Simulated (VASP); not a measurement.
The system is Rh.

```
CELL_PARAMETERS angstrom
2.65233 0.00000 0.00000
-1.32616 2.29698 0.00000
0.00000 0.00000 4.34215
ATOMIC_POSITIONS crystal
Rh 0.33333 0.66667 0.25000
Rh 0.66667 0.33333 0.75000
```

This isn't the form of Rh at room conditions, which is fcc.

* Program: VASP 6.6.1
* Task: relaxation of cell and atoms
* Functional: LDA
* Potentials or basis: VASP PAW LDA potentials, release 64 (Rh_pv)
* Cutoff: 500 eV
* k mesh: 8 × 8 × 4
* Occupations: gaussian, width 0.05 eV
* Spin: no spin polarisation

At the start: pressure 2.1 GPa; volume 13.23 Å³/atom.

Q: Where does the relaxation end?

A: Over 5 steps the energy falls by 5.3 meV/atom and the volume is 13.33 Å³/atom (+0.8 %); space group P6_3/mmc (No. 194, to 0.1 Å) before and after.

Step by step:
| step | energy change (eV) | largest force (eV/Å) | pressure (GPa) | volume (Å³) |
| --- | --- | --- | --- | --- |
| 1 | 0.0000 | 0.0000 | 2.12 | 26.45 |
| 2 | -0.0019 | 0.0000 | -5.40 | 27.12 |
| 3 | -0.0079 | 0.0000 | -2.10 | 26.81 |
| 4 | -0.0062 | 0.0000 | 2.29 | 26.46 |
| 5 | -0.0105 | 0.0000 | -0.19 | 26.65 |

Final structure:
```yaml
crystal:
  lattice:
    - [2.68044, 0.00000, 0.00000]
    - [-1.34022, 2.32133, 0.00000]
    - [0.00000, 0.00000, 4.28377]
  atoms:
    - { symbol: Rh, position: [0.33333, 0.66667, 0.25000] }
    - { symbol: Rh, position: [0.66667, 0.33333, 0.75000] }
```

Caveat: the k points lie up to 0.37 Å⁻¹ apart in the final cell, too coarse for converged energies and pressures of a metal.
